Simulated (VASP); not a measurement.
# GaAs (P-6m2) in VASP: electric field gradients with PBE

Aim: the electric field gradients of GaAs with PBE.

Program: VASP 6.6.1. These are calculated values, not measurements. Logs are shortened: lines on timing, memory, paths and dates and some standing lists are left out, and cuts for length are marked.

### Step 1. The cell of the first run

Symmetry: P-6m2, No. 187, hexagonal system. Conventional cell: a = 3.606 Å, b = 3.606 Å, c = 3.573 Å, α = 90.00°, β = 90.00°, γ = 120.00°. Within 3.6 Å of Ga (site symmetry -6m2) lie 6 As at 2.74 Å and 2 Ga at 3.57 Å. As (site symmetry -6m2) has 6 Ga at 2.74 Å and 2 As at 3.57 Å within 3.6 Å.

### Step 2. Electric field gradients, PBE

Input file INCAR:

```
SYSTEM = GaAs
PREC = Accurate
ENCUT = 520
EDIFF = 1E-8
ISMEAR = -1
SIGMA = 0.05
LREAL = .FALSE.
LASPH = .TRUE.
NELM = 80
ALGO = Normal
ISIF = 2
LWAVE = .FALSE.
LCHARG = .FALSE.
GGA = PE
LEFG = .TRUE.
NBANDS = 16
```

Input file KPOINTS:

```
Automatic mesh
0
G
  9 9 8
  0 0 0
```

Input file POSCAR:

```
GaAs
1.0
    3.6064012100      0.0000000000      0.0000000000
   -1.8032006000      3.1232350600      0.0000000000
    0.0000000000      0.0000000000      3.5731941600
Ga As
1 1
Direct
    0.3333333300      0.6666666700      0.5000000000
    0.0000000000      0.0000000000      0.0000000000
```

Potentials or basis: VASP PAW PBE potentials, release 64 (Ga_d, As).

Run with:

```console
$ cat potpaw_PBE.64/Ga_d/POTCAR potpaw_PBE.64/As/POTCAR > POTCAR
$ mpirun -np 1 vasp_std > vasp.out
```

OUTCAR:

```text
SYSTEM = GaAs
   PREC = Accurate
   ENCUT = 520
   EDIFF = 1E-8
   ISMEAR = -1
   LREAL = .FALSE.
   LASPH = .TRUE.
   NELM = 80
   ISIF = 2
   GGA = PE

 ion  position               nearest neighbor table
   1  0.333  0.667  0.500-   2 2.74   2 2.74   2 2.74   2 2.74   2 2.74   2 2.74
   2  0.000  0.000  0.000-   1 2.74   1 2.74   1 2.74   1 2.74   1 2.74   1 2.74

  LATTYP: Found a hexagonal cell.
 ALAT       =     3.6064012100
 C/A-ratio  =     0.9907921920

  Lattice vectors:

 A1 = (   3.6064012100,   0.0000000000,   0.0000000000)
 A2 = (  -1.8032006000,   3.1232350600,   0.0000000000)
 A3 = (   0.0000000000,   0.0000000000,   3.5731941600)

Analysis of symmetry for initial positions (statically):
=====================================================================
 Subroutine PRICEL returns:
 Original cell was already a primitive cell.

 Routine SETGRP: Setting up the symmetry group for a
 hexagonal supercell.

 Subroutine GETGRP returns: Found 12 space group operations
 (whereof 12 operations were pure point group operations)
 out of a pool of 24 trial point group operations.

The static configuration has the point symmetry D_3h.

Analysis of symmetry for dynamics (positions and initial velocities):
=====================================================================
 Subroutine PRICEL returns:
 Original cell was already a primitive cell.

 Routine SETGRP: Setting up the symmetry group for a
 hexagonal supercell.

 Subroutine GETGRP returns: Found 12 space group operations
 (whereof 12 operations were pure point group operations)
 out of a pool of 24 trial point group operations.

The dynamic configuration has the point symmetry D_3h.

 Subroutine INISYM returns: Found 12 space group operations
 (whereof 12 operations are pure point group operations),
 and found     1 'primitive' translations

----------------------------------------------------------------------------------------

                                     Primitive cell

  volume of cell :      40.2472

  direct lattice vectors                    reciprocal lattice vectors
     3.606401210  0.000000000  0.000000000     0.277284734  0.160090416  0.000000000
    -1.803200600  3.123235060  0.000000000     0.000000000  0.320180832  0.000000000
[... 117 lines left out ...]
  energy-cutoff  :      520.00
  volume of cell :       40.25
 maximum number of plane-waves:      1102
 NGX is ok and might be reduce to    28
   NGX = 13   NGY = 13   NGZ = 13

 number of electron      18.0000006 magnetization

 Free energy of the ion-electron system (eV)
  ---------------------------------------------------
  ext. energy  EPLUGINS =         0.00000000
  ---------------------------------------------------
  free energy    TOTEN  =        -7.40209772 eV

  energy without entropy =       -7.39428350  energy(sigma->0) =       -7.39819061

 E-fermi :   5.0797     XC(G=0): -10.4872

 val. band max:        5.0556535418   @ k =   0.3333   0.2222   0.2500
 cond. band min:       5.1281905970   @ k =   0.1111   0.0000   0.3750
 fundamental gap:      0.0725370552
 Fermi energy:         5.0796516012

 k-point     1 :       0.0000    0.0000    0.0000
  band No.  band energies     occupation
      1      -9.6634      2.00000
      2      -9.6580      2.00000
      3      -9.6580      2.00000
      4      -9.6048      2.00000
      5      -9.6048      2.00000
      6      -7.9699      2.00000
[... 433 lines left out ...]
      3      -9.6305      2.00000
      4      -9.6242      2.00000
      5      -9.6196      2.00000
      6      -5.3033      2.00000
[... 8 lines left out ...]
     15      16.0018      0.00000
     16      16.0238      0.00000

 [... further k-points ...]
[... 5 lines left out ...]
  --------------------------------------------------------------------------------------
  -------------------------------------------------------------------------------------
  Total        0.2336352      0.2336352     -0.7407487      0.0000000      0.0000000     -0.0000000
  in kB        9.3006558      9.3006558    -29.4880576      0.0000000      0.0000000     -0.0000000
  external PRESSURE =      -3.6289153 kB  Pullay stress =       0.0000000 kB

 VOLUME and BASIS-vectors are now :
 -----------------------------------------------------------------------------
  energy-cutoff  :      520.00
  volume of cell :       40.25
      direct lattice vectors                 reciprocal lattice vectors
     3.606401210  0.000000000  0.000000000     0.277284734  0.160090416  0.000000000
    -1.803200600  3.123235060  0.000000000     0.000000000  0.320180832  0.000000000
     0.000000000  0.000000000  3.573194160     0.000000000  0.000000000  0.279861646

 POSITION                                       TOTAL-FORCE (eV/Angst)
 -----------------------------------------------------------------------------------
     -0.00000      2.08216      1.78660        -0.000000      0.000000      0.000000
      0.00000      0.00000      0.00000         0.000000     -0.000000      0.000000
 -----------------------------------------------------------------------------------
    total drift:                                0.000008     -0.000005      0.000000

  FREE ENERGIE OF THE ION-ELECTRON SYSTEM (eV)
  ---------------------------------------------------
  free  energy   TOTEN  =        -7.4020977225 eV

  energy  without entropy=       -7.3942835034  energy(sigma->0) =       -7.39819061

 Electric field gradients (V/A^2)
---------------------------------------------------------------------
 ion       V_xx      V_yy      V_zz      V_xy      V_xz      V_yz
---------------------------------------------------------------------
   1      10.494    10.498   -20.992     0.003    -0.000     0.000
   2      -5.830    -5.829    11.659     0.000     0.000     0.000
---------------------------------------------------------------------

 Electric field gradients after diagonalization (V/A^2)
 (convention: |V_zz| > |V_xx| > |V_yy|)
----------------------------------------------------------------------
 ion       V_xx      V_yy      V_zz     asymmetry (V_yy - V_xx)/ V_zz
----------------------------------------------------------------------
   1      10.500    10.492   -20.992       0.000
   2      -5.830    -5.829    11.659       0.000
----------------------------------------------------------------------

           NMR quadrupolar parameters

 Cq : quadrupolar parameter    Cq=e*Q*V_zz/h
 eta: asymmetry parameters     (V_yy - V_xx)/ V_zz
 Q  : nuclear electric quadrupole moment in mb (millibarn)
----------------------------------------------------------------------
 ion       Cq(MHz)       eta       Q (mb)
----------------------------------------------------------------------
   1      -0.051       0.000       1.000
   2       0.028       0.000       1.000
----------------------------------------------------------------------
```

stdout:

```text
POSCAR found type information on POSCAR GaAs
 POSCAR found :  2 types and       2 ions
 scaLAPACK will be used
 LDA part: xc-table for (Slater+PW92), standard interpolation
 POSCAR, INCAR and KPOINTS ok, starting setup
 FFT: planning ... GRIDC
 FFT: planning ... GRID_SOFT
 FFT: planning ... GRID
 WAVECAR not read
 entering main loop
ion   1

ion   2
```

Wall time 29 s (1 thread of Intel Xeon Platinum 8488C (Sapphire Rapids), shared host); peak memory 0.18 GiB.

What came out:

```yaml
Free_energy: -7.4021 eV
Pressure: -0.4 GPa
Band_gap_on_the_k_mesh: zero (band 9 reaches 6.74 eV, above the bottom of band 10 at 2.78 eV)
```

Electric field gradients, principal values (V/Å²):
```tsv
atom	least	middle	greatest (by size)
1 Ga	10.492	10.500	-20.992
2 As	-5.829	-5.830	11.659
```

Caveat: without QUAD_EFG the Cq values of the log hold for a quadrupole moment of 1 mb, not for the nuclei.
